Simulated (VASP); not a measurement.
Input of a VASP 6.6.1 run:

File INCAR:

```
PREC     = Accurate       # precision mode
ENCUT    = 600            # plane-wave cutoff, eV
EDIFF    = 1E-6           # SCF threshold, eV
ISMEAR   = -1             # smearing method
SIGMA    = 0.05           # smearing width, eV
LREAL    = False          # projectors in reciprocal space
LASPH    = True           # aspherical terms in the spheres
NELM     = 120            # most SCF steps
ALGO     = Normal         # electronic algorithm
ISIF     = 2              # what is computed and relaxed
LWAVE    = False          # write WAVECAR
LCHARG   = True           # write CHGCAR
GGA      = VW             # functional
LELF     = True           # ELF
LVHAR    = True         
NBANDS   = 12             # bands
GGA_COMPAT= False
```

File KPOINTS:

```
Automatic mesh
0
Gamma
  13 13 13
```

File POSCAR:

```
Cu
1.0
    0.0000000000      1.8312856224      1.8312856224
    1.8312856224      0.0000000000      1.8312856224
    1.8312856224      1.8312856224      0.0000000000
Cu
1
Direct
    0.0000000000      0.0000000000      0.0000000000
```

Potentials or basis: VASP PAW PBE potentials, release 64 (Cu).

The run is started by

```sh
$ cat potpaw_PBE.64/Cu/POTCAR > POTCAR
$ mpirun -np 1 vasp_std > vasp.out
```

Predict the pressure.

-16.5 GPa.

What does it give for the band gap on the k mesh?

Zero (an odd number of electrons rules out a gap without spin polarisation).

Caveat: the cell stands under tension; the PAW data sets were made with another functional, which shifts forces and pressure a little.
